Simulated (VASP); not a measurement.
# HgTe (Coloradoite) (F-43m) in VASP: notebook, part 2 of 2

VASP 6.6.1. The steps go on from the part before.

**4. Single point, PBE**

This run uses another cell than the first one, of 33.22 Å³/atom, 0.943 times its volume.

INCAR reads:

```
SYSTEM = HgTe
PREC = Accurate ; ENCUT = 520
EDIFF = 1E-6 ; ISMEAR = -1
SIGMA = 0.05 ; LREAL = .False.
LASPH = .True. ; NELM = 60
ALGO = Normal ; ISIF = 2
LWAVE = .False. ; LCHARG = .True.
GGA = PE ; LELF = .True.
LVHAR = .True. ; NBANDS = 16
```

KPOINTS reads:

```
regular mesh
0
Gamma
  10 10 10
  0 0 0
```

POSCAR reads:

```
HgTe
1.0
    0.0000000000      3.2145000000      3.2145000000
    3.2145000000      0.0000000000      3.2145000000
    3.2145000000      3.2145000000      0.0000000000
Hg Te
1 1
Direct
    0.0000000000      0.0000000000      0.0000000000
    0.7500000000      0.7500000000      0.7500000000
```

Potentials or basis: VASP PAW PBE potentials, release 64 (Hg, Te).

Started as:

```
> cat potpaw_PBE.64/Hg/POTCAR potpaw_PBE.64/Te/POTCAR > POTCAR
> mpirun -np 1 vasp_std > vasp.out
```

OUTCAR:

```text
SYSTEM = HgTe
   PREC = Accurate
   ENCUT = 520
   EDIFF = 1E-6
   ISMEAR = -1
   LREAL = .False.
   LASPH = .True.
   NELM = 60
   ISIF = 2
   GGA = PE

 ion  position               nearest neighbor table
   1  0.000  0.000  0.000-   2 2.78   2 2.78   2 2.78   2 2.78
   2  0.750  0.750  0.750-   1 2.78   1 2.78   1 2.78   1 2.78

  LATTYP: Found a face centered cubic cell.
 ALAT       =     6.4290000000

  Lattice vectors:

 A1 = (   0.0000000000,   3.2145000000,   3.2145000000)
 A2 = (   3.2145000000,   0.0000000000,   3.2145000000)
 A3 = (   3.2145000000,   3.2145000000,   0.0000000000)

Analysis of symmetry for initial positions (statically):
=====================================================================
 Subroutine PRICEL returns:
 Original cell was already a primitive cell.

 Routine SETGRP: Setting up the symmetry group for a
 face centered cubic supercell.

 Subroutine GETGRP returns: Found 24 space group operations
 (whereof 24 operations were pure point group operations)
 out of a pool of 48 trial point group operations.

The static configuration has the point symmetry T_d .

Analysis of symmetry for dynamics (positions and initial velocities):
=====================================================================
 Subroutine PRICEL returns:
 Original cell was already a primitive cell.

 Routine SETGRP: Setting up the symmetry group for a
 face centered cubic supercell.

 Subroutine GETGRP returns: Found 24 space group operations
 (whereof 24 operations were pure point group operations)
 out of a pool of 48 trial point group operations.

The dynamic configuration has the point symmetry T_d .

 Subroutine INISYM returns: Found 24 space group operations
 (whereof 24 operations are pure point group operations),
 and found     1 'primitive' translations

[... 110 lines left out ...]
   EFERMI_NEDOS =   21; number of points for ismear=-14 and -15
   IALGO  =     38    algorithm
   IMIX   =      4    mixing-type and parameters
     AMIX     =   0.40;   BMIX     =  1.00
     AMIX_MAG =   1.60;   BMIX_MAG =  1.00
  volume/ion in A,a.u.               =      33.22       224.15
  Fermi-wavevector in a.u.,A,eV,Ry     =   1.059357  2.001894 15.268958  1.122237
  Thomas-Fermi vector in A             =   2.194699
   LORBIT       =      0    0 simple, 1 ext, 2 COOP (PROOUT), +10 PAW based schemes
   GGA     = PE    functional components
   LHFCALC =     F    Hartree Fock is set to
   AEXX    =    0.0000 exact exchange contribution
   IVDW    =     0    specifies the selected vdW correction
   LEPSILON=     F    determine dielectric tensor
   LRPA    =     F    only Hartree local field effects (RPA)
 non-spin polarized calculation
  energy-cutoff  :      520.00
  volume of cell :       66.43
 maximum number of plane-waves:      1816
 NGX is ok and might be reduce to    36
   NGX = 17   NGY = 17   NGZ = 17

 number of electron      18.0000000 magnetization

 Free energy of the ion-electron system (eV)
  ---------------------------------------------------
  ext. energy  EPLUGINS =         0.00000000
  ---------------------------------------------------
  free energy    TOTEN  =        -3.55673651 eV

  energy without entropy =       -3.55636475  energy(sigma->0) =       -3.55655063

 E-fermi :   3.3459     XC(G=0):  -8.8184

 val. band max:        3.2724659952   @ k =   0.0000   0.0000   0.0000
 cond. band min:       3.8328287592   @ k =   0.1000   0.0000   0.0000
 fundamental gap:      0.5603627639
 Fermi energy:         3.3458505536

 k-point     1 :       0.0000    0.0000    0.0000
  band No.  band energies     occupation
      1      -8.8343      2.00000
      2      -4.1791      2.00000
      3      -4.1791      2.00000
      4      -4.1791      2.00000
      5      -3.6290      2.00000
      6      -3.6290      2.00000
[... 433 lines left out ...]
      3      -3.9187      2.00000
      4      -3.8914      2.00000
      5      -3.5806      2.00000
      6      -3.5314      2.00000
[... 8 lines left out ...]
     15      13.5246      0.00000
     16      14.7765      0.00000

 [... further k-points ...]

------------------------ aborting loop because EDIFF is reached ----------------------------------------

  FORCE on cell =-STRESS in cart. coord.  units (eV):
  Direction    XX          YY          ZZ          XY          YZ          ZX
  --------------------------------------------------------------------------------------
  -------------------------------------------------------------------------------------
  Total        1.9097048      1.9097048      1.9097048      0.0000000      0.0000000     -0.0000000
  in kB       46.0581553     46.0581553     46.0581553      0.0000000      0.0000000     -0.0000000
  external PRESSURE =      46.0581553 kB  Pullay stress =       0.0000000 kB

 VOLUME and BASIS-vectors are now :
 -----------------------------------------------------------------------------
  energy-cutoff  :      520.00
  volume of cell :       66.43
      direct lattice vectors                 reciprocal lattice vectors
     0.000000000  3.214500000  3.214500000    -0.155545186  0.155545186  0.155545186
     3.214500000  0.000000000  3.214500000     0.155545186 -0.155545186  0.155545186
     3.214500000  3.214500000  0.000000000     0.155545186  0.155545186 -0.155545186

 POSITION                                       TOTAL-FORCE (eV/Angst)
 -----------------------------------------------------------------------------------
      0.00000      0.00000      0.00000        -0.000000     -0.000000     -0.000000
      4.82175      4.82175      4.82175         0.000000      0.000000      0.000000
 -----------------------------------------------------------------------------------
    total drift:                                0.000000      0.000000      0.000000

  FREE ENERGIE OF THE ION-ELECTRON SYSTEM (eV)
  ---------------------------------------------------
  free  energy   TOTEN  =        -3.5567365073 eV

  energy  without entropy=       -3.5563647462  energy(sigma->0) =       -3.55655063
```

OSZICAR:

```text
N       E                     dE             d eps       ncg     rms          rms(c)
DAV:   1     0.106278497659E+03    0.10628E+03   -0.80144E+03  1512   0.974E+02
DAV:   2    -0.924405353096E-01   -0.10637E+03   -0.99446E+02  1824   0.230E+02
DAV:   3    -0.373771865756E+01   -0.36453E+01   -0.36369E+01  1832   0.435E+01
DAV:   4    -0.377156129386E+01   -0.33843E-01   -0.33841E-01  2232   0.387E+00
DAV:   5    -0.377165111524E+01   -0.89821E-04   -0.89821E-04  1992   0.180E-01    0.796E+00
DAV:   6    -0.356551848934E+01    0.20613E+00   -0.40296E-01  1736   0.867E+00    0.625E+00
DAV:   7    -0.355754705184E+01    0.79714E-02   -0.10294E-01  1696   0.222E+00    0.222E+00
DAV:   8    -0.355668131579E+01    0.86574E-03   -0.11432E-02  1664   0.124E+00    0.560E-01
DAV:   9    -0.355669408973E+01   -0.12774E-04   -0.74070E-04  1928   0.316E-01    0.136E-01
DAV:  10    -0.355672340075E+01   -0.29311E-04   -0.86691E-05  1856   0.815E-02    0.506E-02
DAV:  11    -0.355673903127E+01   -0.15631E-04   -0.38412E-05  1784   0.490E-02    0.429E-02
DAV:  12    -0.355673671909E+01    0.23122E-05   -0.46722E-06  1712   0.203E-02    0.210E-02
DAV:  13    -0.355673650729E+01    0.21179E-06   -0.69730E-07  1296   0.434E-03
   1 F= -.35567365E+01 E0= -.35565506E+01  d E =-.371761E-03
```

stdout:

```text
POSCAR found type information on POSCAR HgTe
 POSCAR found :  2 types and       2 ions
 scaLAPACK will be used
 LDA part: xc-table for (Slater+PW92), standard interpolation
 POSCAR, INCAR and KPOINTS ok, starting setup
 FFT: planning ... GRIDC
 FFT: planning ... GRID_SOFT
 FFT: planning ... GRID
 WAVECAR not read
 entering main loop
```

Wall time 67 s (1 thread of AMD EPYC 7R43 (Zen 3), shared host); peak memory 0.2 GiB.

Results:

| Quantity | Value |
| --- | --- |
| Free energy | -3.5567 eV |
| Pressure | 4.6 GPa |
| Band gap on the k mesh | zero (filled and empty bands touch) |

Caveat: spin-orbit coupling is left out, which moves the levels of the heavy elements.

**5. Relaxation of cell and atoms, PBEsol+D3(BJ)**

This run uses another cell than the first one, of 33.22 Å³/atom, 0.943 times its volume.

INCAR reads:

```
PREC = Accurate
ENCUT = 600
EDIFF = 1E-6
ISMEAR = -1
SIGMA = 0.05
LREAL = False
LASPH = True
NELM = 60
ALGO = Normal
ISIF = 3
LWAVE = False
LCHARG = False
GGA = PS
IVDW = 12
IBRION = 2
NSW = 60
EDIFFG = -0.01
```

KPOINTS reads:

```
regular mesh
0
Gamma
  7 7 7
```

POSCAR is that of step 4.

Started as:

```
> cat potpaw_PBE.64/Hg/POTCAR potpaw_PBE.64/Te/POTCAR > POTCAR
> mpirun -np 1 vasp_std > vasp.out
```

Run time: 36 s. Hardware: 1 thread of AMD EPYC 7R43 (Zen 3), shared host; peak memory 0.19 GiB.

It converged, with:

```yaml
Free_energy: -5.0771 eV
Relaxed_volume: 33.39 Å³/atom
Relaxed_cell: a = 4.554 Å, b = 4.554 Å, c = 4.554 Å, α = 60.00°, β = 60.00°, γ = 60.00°
Space_group_after_relaxing_to_0.05_Å: F-43m (No. 216)
Energy_gained_by_relaxing: 0.1 meV/atom
Ionic_steps: 2
Pressure_after_relaxing: 0.0 GPa
Band_gap_on_the_k_mesh: zero (filled and empty bands touch)
Dispersion_energy_per_atom: -0.359 eV
```

The path:
| step | energy change (eV) | largest force (eV/Å) | pressure (GPa) | volume (Å³) |
| --- | --- | --- | --- | --- |
| 1 | 0.0000 | 0.0000 | 0.18 | 66.43 |
| 2 | -0.0001 | 0.0000 | -0.02 | 66.79 |

Final structure:
```yaml
crystal:
  lattice:
    - [0.00000, 3.22025, 3.22025]
    - [3.22025, 0.00000, 3.22025]
    - [3.22025, 3.22025, 0.00000]
  atoms:
    - { symbol: Hg, position: [0.00000, 0.00000, 0.00000] }
    - { symbol: Te, position: [0.75000, 0.75000, 0.75000] }
```

Levels at points of the mesh, in eV from the Fermi level:
| k point | band 7 | band 8 | band 9 | band 10 | band 11 | band 12 |
| --- | --- | --- | --- | --- | --- | --- |
| (0.00, 0.00, 0.00) | -0.82 | -0.04 | -0.04 | -0.04 | 4.12 | 4.12 |

Caveat: the PAW data sets were made with another functional, which shifts forces and pressure a little; spin-orbit coupling is left out, which moves the levels of the heavy elements; pairwise dispersion overbinds metals, which lowers pressure and volume. Zero-point motion and thermal expansion aren't in these numbers.

**6. Single point, PBE exchange alone**

This run uses another cell than the first one, of 33.22 Å³/atom, 0.943 times its volume.

INCAR reads:

```
SYSTEM = HgTe
PREC = Accurate
ENCUT = 520
EDIFF = 1E-6
ISMEAR = -1
SIGMA = 0.05
LREAL = .FALSE.
LASPH = .TRUE.
NELM = 80
ALGO = Normal
ISIF = 2
LWAVE = .FALSE.
LCHARG = .FALSE.
GGA = PE
ALDAC = 0.0
AGGAC = 0.0
NBANDS = 16
```

KPOINTS reads:

```
regular mesh
0
G
  7 7 7
  0 0 0
```

POSCAR is that of step 5.

Potentials or basis: VASP PAW PBE potentials, release 64 (Hg, Te).

Started as:

```
> cat potpaw_PBE.64/Hg/POTCAR potpaw_PBE.64/Te/POTCAR > POTCAR
> mpirun -np 1 vasp_std > vasp.out
```

It took 54 s on 1 thread of AMD EPYC 7R13, shared host; peak memory 0.18 GiB.

Results (log left out):

```yaml
Free_energy: -1.1943 eV
Pressure: 12.7 GPa
Band_gap_on_the_k_mesh: zero (filled and empty bands touch)
```

Levels at points of the mesh, in eV from the Fermi level:
```csv
k point,band 6,band 7,band 8,band 9,band 10,band 11,band 12,band 13
"(0.00, 0.00, 0.00)",-6.89,-0.80,-0.04,-0.04,-0.04,4.16,4.16,4.16
```

Caveat: spin-orbit coupling is left out, which moves the levels of the heavy elements.

**7. The runs side by side**

```tsv
task	level	cell	k mesh	cutoff (eV)	gap on the mesh (eV)	pressure (GPa)
single point	r2SCAN+D4	a = 4.635 Å, angles 60.0°, 2 atoms	7 × 7 × 7	520	none	-0.1
single point	r2SCAN	a = 4.647 Å, angles 60.0°, 2 atoms	7 × 7 × 7	520	none	0.1
single point	PBE	a = 4.546 Å, angles 60.0°, 2 atoms	10 × 10 × 10	520	none	4.6
relaxation of cell and atoms	PBEsol+D3(BJ)	relaxed from a = 4.546 Å, angles 60.0°, 2 atoms	7 × 7 × 7	600	none	0.0
single point	PBE exchange alone	a = 4.546 Å, angles 60.0°, 2 atoms	7 × 7 × 7	520	none	12.7
```

Alike in all rows: potentials or basis VASP PAW PBE potentials, release 64 (Hg, Te); no spin polarisation; smearing fermi-dirac 0.05 eV.

Caveats: spin-orbit coupling is left out, which moves the levels of the heavy elements; the PAW data sets were made with another functional, which shifts forces and pressure a little (some runs); pairwise dispersion overbinds metals, which lowers pressure and volume (some runs).

Absolute energies hang on the potentials; compare differences alone.
